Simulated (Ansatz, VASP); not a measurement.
One calculation of Sr, two programs

The input POSCAR:

```
Sr
1.0
    4.2723305300      0.0000000000      0.0000000000
   -2.1361652650      3.6999467724      0.0000000000
    0.0000000000      0.0000000000      6.9972766793
Sr
2
Direct
    0.3333333333      0.6666666667      0.2500000000
    0.6666666667      0.3333333333      0.7500000000
```

INCAR.step1

```
PREC = Accurate ; ENCUT = 520
ISMEAR = -1 ; SIGMA = 0.05
LREAL = False ; LASPH = True
NELM = 80 ; NBANDS = 17
GGA = PE ; ALGO = Normal
EDIFF = 1E-4 ; LWAVE = True
LCHARG = False
```

The input INCAR.step2:

```
PREC = Accurate ; ENCUT = 520
EDIFF = 1E-8 ; ISMEAR = -1
SIGMA = 0.05 ; LREAL = False
LASPH = True ; NELM = 80
ALGO = Normal ; ISIF = 2
LWAVE = False ; LCHARG = False
METAGGA = R2SCAN ; LMIXTAU = True
LEFG = True ; NBANDS = 17
ISTART = 1
```

The input KPOINTS:

```
regular mesh
0
Gamma
  11 11 6
```

Input for Ansatz:

```yaml
crystal:
  lattice:
    - [4.27233053, 0.0, 0.0]
    - [-2.136165265, 3.6999467724, 0.0]
    - [0.0, 0.0, 6.9972766793]
  atoms:
    - { symbol: Sr, position: [0.3333333333, 0.6666666667, 0.25] }
    - { symbol: Sr, position: [0.6666666667, 0.3333333333, 0.75] }
kpoints:
  mp_grid: { grid: [11, 11, 6] }
scf:
  occupations: { method: fermi_dirac, width: 0.05 }
hamiltonian:
  xc: r2scan
  pseudopotentials: { kind: paw }
output:
  forces: true
  stress: true
  eigenvalues: true
  efg: { contact_densities: true }
```

Change from the starting cell: volume scaled by 0.98, PAW files.

Alike in both runs: task electric field gradients; functional r2SCAN; k mesh 11 × 11 × 6; occupations fermi-dirac, width 0.05 eV; no spin polarisation.

|  | VASP | Ansatz |
| --- | --- | --- |
| version | VASP 6.6.1 | Ansatz 0.2.0 |
| potentials or method | VASP PAW PBE potentials, release 64 (Sr_sv) | PAW with Ansatz's default frozen-core files, scalar-relativistic |
| plane-wave cutoff (eV) | 520 | 500 |
| valence electrons in the cell | 20 | 20 |

Ansatz gave:

| Item | Value |
| --- | --- |
| pressure (GPa) | 0.4 |
| traceless stress, the component that is largest in VASP (GPa) | 0.22 |
| size of Vzz on the site where it differs most (V/Å²) | 10.8 |

Question: Which values does VASP return?

Answer: Pressure (GPa): 0.4; traceless stress, the component that is largest in VASP (GPa): 0.22; size of Vzz on the site where it differs most (V/Å²): 10.6.

VASP's potentials were made for PBE, not for r2SCAN. With one functional, cell and mesh, what is left measures potentials, basis and numerics.
